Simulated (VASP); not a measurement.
# CaBr (P6_3mc) in VASP: notebook

Runs on CaBr. Level: PBE. Tasks: relaxation of cell and atoms.

All numbers are computed with VASP 6.6.1; they aren't measurements. Logs are shortened: lines on timing, memory, paths and dates and some standing lists are left out, and cuts for length are marked.

**1. The cell of the first run**

The structure is hexagonal, space group P6_3mc (No. 186). The conventional cell has a = 4.084 Å, b = 4.084 Å, c = 9.672 Å, α = 90.00°, β = 90.00°, γ = 120.00°. Within 3.9 Å of Br (site symmetry 3m) lie 4 Ca at 2.96 to 3.01 Å. Within 3.9 Å of Ca (site symmetry 3m) lie 4 Br at 2.96 to 3.01 Å.

**2. Relaxation of cell and atoms, PBE, target pressure 10 GPa, at which the enthalpy is minimised**

INCAR reads:

```
SYSTEM = CaBr
PREC = Accurate
ENCUT = 600
EDIFF = 1E-6
ISMEAR = -1
SIGMA = 0.05
LREAL = .False.
LASPH = .True.
NELM = 80
ALGO = Normal
ISIF = 3
LWAVE = .False.
LCHARG = .False.
GGA = PE
IBRION = 2
NSW = 60
EDIFFG = -0.01
PSTRESS = 100.0
```

KPOINTS reads:

```
regular mesh
0
Gamma
  8 8 3
  0 0 0
```

POSCAR reads:

```
CaBr
1.0
    4.0841480343      0.0000000000      0.0000000000
   -2.0420740171      3.5369759505      0.0000000000
    0.0000000000      0.0000000000      9.6721260000
Br Ca
2 2
Direct
    0.6666666667      0.3333333333      0.5344880000
    0.3333333333      0.6666666667      0.0344880000
    0.6666666667      0.3333333333      0.8405120000
    0.3333333333      0.6666666667      0.3405120000
```

Potentials or basis: VASP PAW PBE potentials, release 64 (Br, Ca_sv).

On the command line:

```console
cat potpaw_PBE.64/Br/POTCAR potpaw_PBE.64/Ca_sv/POTCAR > POTCAR
mpirun -np 1 vasp_std > vasp.out
```

OUTCAR:

```text
SYSTEM = CaBr
   PREC = Accurate
   ENCUT = 600
   EDIFF = 1E-6
   ISMEAR = -1
   LREAL = .False.
   LASPH = .True.
   NELM = 80
   ISIF = 3
   GGA = PE
   IBRION = 2
   NSW = 60
   EDIFFG = -0.01
   PSTRESS = 100.0

 ion  position               nearest neighbor table
   1  0.667  0.333  0.534-   3 2.96
   2  0.333  0.667  0.034-   4 2.96
   3  0.667  0.333  0.841-   1 2.96
   4  0.333  0.667  0.341-   2 2.96

  LATTYP: Found a hexagonal cell.
 ALAT       =     4.0841480343
 C/A-ratio  =     2.3682114161

  Lattice vectors:

 A1 = (   4.0841480343,   0.0000000000,   0.0000000000)
 A2 = (  -2.0420740171,   3.5369759505,   0.0000000000)
 A3 = (   0.0000000000,   0.0000000000,   9.6721260000)

Analysis of symmetry for initial positions (statically):
=====================================================================
 Subroutine PRICEL returns:
 Original cell was already a primitive cell.

 Routine SETGRP: Setting up the symmetry group for a
 hexagonal supercell.

 Subroutine GETGRP returns: Found 12 space group operations
 (whereof  6 operations were pure point group operations)
 out of a pool of 24 trial point group operations.

The static configuration has the point symmetry C_3v.
 The point group associated with its full space group is C_6v.

Analysis of symmetry for dynamics (positions and initial velocities):
=====================================================================
 Subroutine PRICEL returns:
 Original cell was already a primitive cell.

 Routine SETGRP: Setting up the symmetry group for a
 hexagonal supercell.

 Subroutine GETGRP returns: Found 12 space group operations
 (whereof  6 operations were pure point group operations)
 out of a pool of 24 trial point group operations.

The dynamic configuration has the point symmetry C_3v.
 The point group associated with its full space group is C_6v.

 Subroutine INISYM returns: Found 12 space group operations
 (whereof  6 operations are pure point group operations),
 and found     1 'primitive' translations

----------------------------------------------------------------------------------------

                                     Primitive cell

  volume of cell :     139.7190

  direct lattice vectors                    reciprocal lattice vectors
     4.084148034  0.000000000  0.000000000     0.244849107  0.141363698  0.000000000
    -2.042074017  3.536975951  0.000000000     0.000000000  0.282727396  0.000000000
     0.000000000  0.000000000  9.672126000     0.000000000  0.000000000  0.103389886

  length of vectors
     4.084148034  4.084148034  9.672126000     0.282727396  0.282727396  0.103389886

  position of ions in fractional coordinates (direct lattice)
     0.666666667  0.333333333  0.534488000
     0.333333333  0.666666667  0.034488000
     0.666666667  0.333333333  0.840512000
     0.333333333  0.666666667  0.340512000

  ion indices of the primitive-cell ions
   primitive index   ion index
                 1           1
                 2           2
                 3           3
                 4           4

----------------------------------------------------------------------------------------

 KPOINTS: regular mesh

Automatic generation of k-mesh.
 Grid dimensions read from file:
 generate k-points for:    8    8    3

 Generating k-lattice:

  Cartesian coordinates                     Fractional coordinates (reciprocal lattice)
     0.030606138  0.017670462  0.000000000     0.125000000  0.000000000  0.000000000
     0.000000000  0.035340924  0.000000000     0.000000000  0.125000000  0.000000000
     0.000000000  0.000000000  0.034463295     0.000000000  0.000000000  0.333333333

  Length of vectors
     0.035340924  0.035340924  0.034463295

  Shift w.r.t. Gamma in fractional coordinates (k-lattice)
     0.000000000  0.000000000  0.000000000

 Subroutine IBZKPT returns following result:
 ===========================================

 Found     20 irreducible k-points:

 Following reciprocal coordinates:
            Coordinates               Weight
  0.000000  0.000000  0.000000      1.000000
  0.125000  0.000000  0.000000      6.000000
  0.250000  0.000000  0.000000      6.000000
  0.375000  0.000000  0.000000      6.000000
  0.500000  0.000000  0.000000      3.000000
  0.125000  0.125000  0.000000      6.000000
[... 12 lines left out ...]
  0.250000  0.250000  0.333333     12.000000
  0.375000  0.250000  0.333333     12.000000
   k-points           NKPTS =     20   k-points in BZ     NKDIM =     20   number of bands    NBANDS=     21
   number of dos      NEDOS =    301   number of ions     NIONS =      4
   total plane-waves  NPLWV = 103680
   dimension x,y,z NGX =    36 NGY =   36 NGZ =   80
   dimension x,y,z NGXF=    72 NGYF=   72 NGZF=  160
   ions per type =               2   2
   NGX,Y,Z   is equivalent  to a cutoff of  14.65, 14.65, 13.75 a.u.
   NGXF,Y,Z  is equivalent  to a cutoff of  29.31, 29.31, 27.50 a.u.
 SYSTEM =  CaBr
   PREC   = accura    normal or accurate (medium, high low for compatibility)
   ISTART =      0    job   : 0-new  1-cont  2-samecut
   ICHARG =      2    charge: 1-file 2-atom 10-const
   ISPIN  =      1    spin polarized calculation?
   LNONCOLLINEAR =      F non collinear calculations
   LSORBIT =      F    spin-orbit coupling
   LASPH  =      T    aspherical Exc in radial PAW
   ENCUT  =  600.0 eV  44.10 Ry    6.64 a.u.   8.16  8.16 19.32*2*pi/ulx,y,z
   NELM   =     80;   NELMIN=  2; NELMDL= -5     # of ELM steps
   EDIFF  = 0.1E-05   stopping-criterion for ELM
   LREAL  =      F    real-space projection
   EDIFFG = -.1E-01   stopping-criterion for IOM
   NSW    =     60    number of steps for IOM
   IBRION =      2    ionic relax: 0-MD 1-quasi-New 2-CG
   NFREE  =      1    steps in history (QN), initial steepest desc. (CG)
   ISIF   =      3    stress and relaxation
   ISYM   =      2    0-nonsym 1-usesym 2-fastsym
   POTIM  = 0.5000    time-step for ionic-motion
   TEBEG  =    0.0;   TEEND  =   0.0 temperature during run
   PSTRESS=  100.0 pullay stress
   NELECT =      34.0000    total number of electrons
   NUPDOWN=      -1.0000    fix difference up-down
   EMIN   =  10.00;   EMAX   =-10.00  energy-range for DOS
   EFERMI =   0.00;   METHOD = LEGACY
   ISMEAR =    -1;   SIGMA  =   0.05  broadening in eV -4-tet -1-fermi 0-gaus
   EFERMI_NEDOS =   21; number of points for ismear=-14 and -15
   IALGO  =     38    algorithm
   IMIX   =      4    mixing-type and parameters
     AMIX     =   0.40;   BMIX     =  1.00
     AMIX_MAG =   1.60;   BMIX_MAG =  1.00
  volume/ion in A,a.u.               =      34.93       235.72
  Fermi-wavevector in a.u.,A,eV,Ry     =   1.022075  1.931441 14.213144  1.044637
  Thomas-Fermi vector in A             =   2.155734
   LORBIT       =      0    0 simple, 1 ext, 2 COOP (PROOUT), +10 PAW based schemes
   GGA     = PE    functional components
   LHFCALC =     F    Hartree Fock is set to
   AEXX    =    0.0000 exact exchange contribution
   IVDW    =     0    specifies the selected vdW correction
   LEPSILON=     F    determine dielectric tensor
   LRPA    =     F    only Hartree local field effects (RPA)
 conjugate gradient relaxation of ions
 non-spin polarized calculation
  energy-cutoff  :      600.00
  volume of cell :      139.72
 maximum number of plane-waves:      4676
 NGX is ok and might be reduce to    36
   NGX = 17   NGY = 17   NGZ = 39

--------------------------------------- Ionic step        1  -------------------------------------------

 number of electron      33.9999996 magnetization

 Free energy of the ion-electron system (eV)
  ---------------------------------------------------
  ext. energy  EPLUGINS =         0.00000000
  ---------------------------------------------------
  free energy    TOTEN  =       -12.01703809 eV

  energy without entropy =      -11.97508591  energy(sigma->0) =      -11.99606200

------------------------ aborting loop because EDIFF is reached ----------------------------------------

  FORCE on cell =-STRESS in cart. coord.  units (eV):
  Direction    XX          YY          ZZ          XY          YZ          ZX
  --------------------------------------------------------------------------------------
  -------------------------------------------------------------------------------------
  Total        0.2666419      0.2666419      1.0563631      0.0000000      0.0000000      0.0000000
  in kB        3.0576193      3.0576193     12.1134615      0.0000000      0.0000000      0.0000000
  external PRESSURE =     -93.9237666 kB  Pullay stress =     100.0000000 kB

 VOLUME and BASIS-vectors are now :
 -----------------------------------------------------------------------------
  energy-cutoff  :      600.00
  volume of cell :      139.72
      direct lattice vectors                 reciprocal lattice vectors
     4.084148034  0.000000000  0.000000000     0.244849107  0.141363698  0.000000000
    -2.042074017  3.536975951  0.000000000     0.000000000  0.282727396  0.000000000
     0.000000000  0.000000000  9.672126000     0.000000000  0.000000000  0.103389886
[... 290 lines left out ...]
  FREE ENERGIE OF THE ION-ELECTRON SYSTEM (eV)
  ---------------------------------------------------
  free  energy   TOTEN  =       -11.1496816467 eV

  energy  without entropy=      -11.1095220848  energy(sigma->0) =      -11.12960187

  enthalpy is  TOTEN    =        -4.5951038028 eV   P V=        6.5545778439

--------------------------------------- Ionic step        9  -------------------------------------------

 number of electron      33.9999999 magnetization

 Free energy of the ion-electron system (eV)
  ---------------------------------------------------
  ext. energy  EPLUGINS =         0.00000000
  ---------------------------------------------------
  free energy    TOTEN  =       -11.13741803 eV

  energy without entropy =      -11.09733366  energy(sigma->0) =      -11.11737584

 E-fermi :   4.7465     XC(G=0):  -9.1456

 val. band max:        4.7224455077   @ k =   0.5000   0.0000   0.0000
 cond. band min:       4.7755603960   @ k =   0.3750   0.0000   0.3333
 fundamental gap:      0.0531148883
 Fermi energy:         4.7465278584

 k-point     1 :       0.0000    0.0000    0.0000
  band No.  band energies     occupation
      1     -36.8905      2.00000
      2     -36.8895      2.00000
      3     -18.0754      2.00000
      4     -17.9680      2.00000
      5     -17.8508      2.00000
      6     -17.8508      2.00000
[... 13 lines left out ...]
     20       7.1627      0.00000
     21       7.3297      0.00000
[... 476 lines left out ...]
 POSITION                                       TOTAL-FORCE (eV/Angst)
 -----------------------------------------------------------------------------------
      1.79749      1.03778      5.07555         0.000000     -0.000000      0.003260
     -0.00000      2.07556      0.39301         0.000000      0.000000      0.003260
      1.79749      1.03778      7.80145        -0.000000     -0.000000     -0.003260
     -0.00000      2.07556      3.11891        -0.000000     -0.000000     -0.003260
 -----------------------------------------------------------------------------------
    total drift:                               -0.000000      0.000000     -0.000047

  FREE ENERGIE OF THE ION-ELECTRON SYSTEM (eV)
  ---------------------------------------------------
  free  energy   TOTEN  =       -11.1374180266 eV

  energy  without entropy=      -11.0973336554  energy(sigma->0) =      -11.11737584

  enthalpy is  TOTEN    =        -4.5952010859 eV   P V=        6.5422169408

 reached required accuracy - stopping structural energy minimisation
```

Wall time 3.3 min (1 thread of Intel Xeon 6975P-C (Granite Rapids), shared host); peak memory 0.37 GiB.

Results:

* Free energy: -11.1374 eV
* Relaxed volume: 26.20 Å³/atom
* Relaxed cell: a = 3.595 Å, b = 3.595 Å, c = 9.365 Å, α = 90.00°, β = 90.00°, γ = 120.00°
* Space group after relaxing (to 0.1 Å): P6_3mc (No. 186)
* Energy change on relaxing (the run minimises the enthalpy): +219.9 meV/atom
* Ionic steps: 9
* Pressure after relaxing: 10.0 GPa
* Largest force after relaxing: 0.003 eV/Å
* Band gap on the k mesh: zero (bands 17 and 18 overlap by 1.11 eV)

Forces in eV/Å, atoms in the order of the input:
```
Br   0.000  0.000  0.003
Br   0.000  0.000  0.003
Ca   0.000  0.000 -0.003
Ca   0.000  0.000 -0.003
```

Step by step:
```tsv
step	energy change (eV)	largest force (eV/Å)	pressure (GPa)	volume (Å³)
1	0.0000	0.1310	0.61	139.72
2	1.2948	0.7575	13.88	102.26
3	0.8579	0.6096	10.24	108.22
4	0.8311	0.3561	10.11	106.60
5	0.8887	0.0179	10.13	104.68
6	0.9027	0.0220	10.15	104.45
7	0.8977	0.0083	10.15	104.53
8	0.8674	0.0108	9.87	105.02
9	0.8796	0.0033	9.98	104.82
```

Final structure:
```
CELL_PARAMETERS angstrom
3.59498 0.00000 0.00000
-1.79749 3.11334 0.00000
0.00000 0.00000 9.36509
ATOMIC_POSITIONS crystal
Br 0.66667 0.33333 0.54196
Br 0.33333 0.66667 0.04196
Ca 0.66667 0.33333 0.83304
Ca 0.33333 0.66667 0.33304
```

Levels at points of the mesh, in eV from the Fermi level:
```
           k point  band 14  band 15  band 16  band 17  band 18  band 19  band 20  band 21
(0.00, 0.00, 0.00)    -3.48    -3.34    -3.34    -1.80    -0.32     2.42     2.42     2.58
(0.50, 0.00, 0.00)    -5.30    -4.23    -4.02    -0.13    -0.02     1.12     1.29     2.66
```

Caveat: the cell is relaxed towards a set pressure, so the run minimises the enthalpy, not the energy; the volume moved by over 15 % at a fixed basis, so the end points are rough.

**3. Relaxation of cell and atoms, PBE, target pressure 20 GPa, at which the enthalpy is minimised**

INCAR, as its differences from that of step 2:

```diff
@@ -8,3 +8,3 @@
 LASPH = .True.
-NELM = 80
+NELM = 60
 ALGO = Normal
@@ -17,2 +17,2 @@
 EDIFFG = -0.01
-PSTRESS = 100.0
+PSTRESS = 200.0
```

KPOINTS is that of step 2.

POSCAR is that of step 2.

Potentials or basis: VASP PAW PBE potentials, release 64 (Br, Ca_sv).

On the command line:

```console
cat potpaw_PBE.64/Br/POTCAR potpaw_PBE.64/Ca_sv/POTCAR > POTCAR
mpirun -np 1 vasp_std > vasp.out
```

OUTCAR:

```text
SYSTEM = CaBr
   PREC = Accurate
   ENCUT = 600
   EDIFF = 1E-6
   ISMEAR = -1
   LREAL = .False.
   LASPH = .True.
   NELM = 60
   ISIF = 3
   GGA = PE
   IBRION = 2
   NSW = 60
   EDIFFG = -0.01
   PSTRESS = 200.0

 ion  position               nearest neighbor table
   1  0.667  0.333  0.534-   3 2.96
   2  0.333  0.667  0.034-   4 2.96
   3  0.667  0.333  0.841-   1 2.96
   4  0.333  0.667  0.341-   2 2.96

  LATTYP: Found a hexagonal cell.
 ALAT       =     4.0841480343
 C/A-ratio  =     2.3682114161

  Lattice vectors:

 A1 = (   4.0841480343,   0.0000000000,   0.0000000000)
 A2 = (  -2.0420740171,   3.5369759505,   0.0000000000)
 A3 = (   0.0000000000,   0.0000000000,   9.6721260000)
[... 173 lines left out ...]
  ext. energy  EPLUGINS =         0.00000000
  ---------------------------------------------------
  free energy    TOTEN  =       -12.01703809 eV

  energy without entropy =      -11.97508591  energy(sigma->0) =      -11.99606200

 E-fermi :   3.1531     XC(G=0):  -7.9680

 val. band max:        3.1073133753   @ k =   0.2500   0.1250   0.3333
 cond. band min:       3.1593114501   @ k =   0.2500   0.1250   0.0000
 fundamental gap:      0.0519980748
 Fermi energy:         3.1531288691
[... 1080 lines left out ...]
  energy  without entropy=      -10.0359829073  energy(sigma->0) =      -10.06166011

  enthalpy is  TOTEN    =         1.9258687446 eV   P V=       12.0132060478

[... ionic steps 4 to 11 ...]

--------------------------------------- Ionic step       12  -------------------------------------------

 number of electron      34.0000002 magnetization

------------------------ aborting loop because EDIFF is reached ----------------------------------------
[... 75 lines left out ...]
--------------------------------------- Ionic step       14  -------------------------------------------

 number of electron      34.0000002 magnetization

 Free energy of the ion-electron system (eV)
  ---------------------------------------------------
  ext. energy  EPLUGINS =         0.00000000
  ---------------------------------------------------
  free energy    TOTEN  =        -9.84188287 eV

  energy without entropy =       -9.80049345  energy(sigma->0) =       -9.82118816

 E-fermi :   5.7608     XC(G=0):  -9.7967

 val. band max:        5.7578489237   @ k =   0.3750   0.1250   0.0000
 cond. band min:       5.7965770439   @ k =   0.3750   0.1250   0.3333
 fundamental gap:      0.0387281202
 Fermi energy:         5.7607912348
[... 513 lines left out ...]
  energy  without entropy=       -9.8004934531  energy(sigma->0) =       -9.82118816

  enthalpy is  TOTEN    =         1.4512077204 eV   P V=       11.2930905951

 reached required accuracy - stopping structural energy minimisation
```

OSZICAR:

```text
N       E                     dE             d eps       ncg     rms          rms(c)
DAV:   1     0.325338902424E+03    0.32534E+03   -0.17327E+04   840   0.160E+03
[... 126 lines left out ...]
  13 F= 0.14512541E+01 E0= 0.14719448E+01  d E =-.363563E-03
       N       E                     dE             d eps       ncg     rms          rms(c)
DAV:   1    -0.984211171872E+01   -0.11245E-01   -0.13512E-02   840   0.989E-01    0.867E-02
DAV:   2    -0.984195183077E+01    0.15989E-03   -0.70631E-04   940   0.224E-01    0.488E-02
DAV:   3    -0.984188275005E+01    0.69081E-04   -0.26427E-04  1230   0.126E-01    0.114E-02
DAV:   4    -0.984188354323E+01   -0.79318E-06   -0.29602E-05  1178   0.296E-02    0.850E-03
DAV:   5    -0.984188287467E+01    0.66856E-06   -0.17164E-06   701   0.875E-03
  14 F= 0.14512077E+01 E0= 0.14719024E+01  d E =-.463302E-04
```

Wall time 5 min (1 thread of Intel Xeon 6975P-C (Granite Rapids), shared host); peak memory 0.37 GiB.

Results:

- Free energy: -9.8419 eV
- Relaxed volume: 22.62 Å³/atom
- Relaxed cell: a = 3.380 Å, b = 3.380 Å, c = 9.146 Å, α = 90.00°, β = 90.00°, γ = 120.00°
- Space group after relaxing (to 0.1 Å): P6_3mc (No. 186)
- Energy change on relaxing (the run minimises the enthalpy): +543.8 meV/atom
- Ionic steps: 14
- Pressure after relaxing: 20.0 GPa
- Band gap on the k mesh: zero (bands 17 and 18 overlap by 1.25 eV)

Forces on the atoms (eV/Å):
```
Br   0.000  0.000  0.002
Br   0.000  0.000  0.002
Ca   0.000  0.000 -0.002
Ca   0.000  0.000 -0.002
```

Step by step:
```tsv
step	energy change (eV)	largest force (eV/Å)	pressure (GPa)	volume (Å³)
1	0.0000	0.1310	0.61	139.72
2	7.7700	2.3405	64.27	70.48
3	1.9297	0.9690	18.78	96.24
4	2.0696	1.0070	19.85	95.07
5	2.1671	1.0329	20.59	94.29
6	2.0928	0.4361	20.43	92.07
7	2.2157	0.1223	20.59	90.20
8	2.2490	0.1997	20.65	89.92
9	2.0935	0.0539	19.14	91.16
10	2.1619	0.0558	19.82	90.58
11	2.1970	0.0129	20.15	90.29
12	2.1869	0.0069	20.07	90.37
13	2.1862	0.0086	20.07	90.38
14	2.1752	0.0021	19.99	90.47
```

Final structure:
```
CELL_PARAMETERS angstrom
3.37959 0.00000 0.00000
-1.68980 2.92681 0.00000
0.00000 0.00000 9.14606
ATOMIC_POSITIONS crystal
Br 0.66667 0.33333 0.54405
Br 0.33333 0.66667 0.04405
Ca 0.66667 0.33333 0.83095
Ca 0.33333 0.66667 0.33095
```

Caveat: the cell is relaxed towards a set pressure, so the run minimises the enthalpy, not the energy; the volume moved by over 15 % at a fixed basis, so the end points are rough.

The gap in the log of VASP goes by the Fermi energy; the results here count the filled bands.